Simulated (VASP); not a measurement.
Crystal: TaN.

```
CELL_PARAMETERS angstrom
2.93800 0.00000 0.00000
-1.46900 2.54438 0.00000
0.00000 0.00000 2.88300
ATOMIC_POSITIONS crystal
Ta 0.33333 0.66667 0.50000
N 0.00000 0.00000 0.00000
```

```yaml
Program: VASP 6.6.1
Task: relaxation of cell and atoms
Functional: PBEsol-based screened hybrid with 25 % exact exchange
Potentials_or_basis: VASP PAW PBE potentials, release 64 (Ta_pv, N)
Cutoff: 600 eV
k_mesh: 5 × 5 × 5
Occupations: fermi-dirac, width 0.05 eV
Spin: no spin polarisation
```

At the start: pressure -10.4 GPa; volume 10.78 Å³/atom.

**Question.** Where does the relaxation end?

**Answer.** Over 10 steps the energy falls by 9.8 meV/atom and the volume is 10.48 Å³/atom (-2.8 %); space group P-6m2 (No. 187, to 0.1 Å) before and after.

Step by step:
| step | energy change (eV) | largest force (eV/Å) | pressure (GPa) | volume (Å³) |
| --- | --- | --- | --- | --- |
| 1 | 0.0000 | 0.0000 | -10.39 | 21.55 |
| 2 | 0.1363 | 0.0000 | 34.86 | 19.44 |
| 3 | -0.0197 | 0.0000 | -0.30 | 20.98 |
| 4 | -0.0197 | 0.0000 | -0.13 | 20.97 |
| 5 | -0.0197 | 0.0000 | 0.05 | 20.95 |
| 6 | -0.0197 | 0.0000 | 0.17 | 20.95 |
| 7 | -0.0197 | 0.0000 | 0.15 | 20.95 |
| 8 | -0.0197 | 0.0000 | 0.16 | 20.95 |
| 9 | -0.0197 | 0.0000 | -0.22 | 20.97 |
| 10 | -0.0197 | 0.0000 | -0.03 | 20.96 |

Final structure:
```
CELL_PARAMETERS angstrom
2.91158 0.00000 0.00000
-1.45579 2.52150 0.00000
0.00000 0.00000 2.85469
ATOMIC_POSITIONS crystal
Ta 0.33333 0.66667 0.50000
N 0.00000 0.00000 0.00000
```

Caveat: the k points lie up to 0.50 Å⁻¹ apart in the final cell; the PAW data sets were made with another functional, which shifts forces and pressure a little.
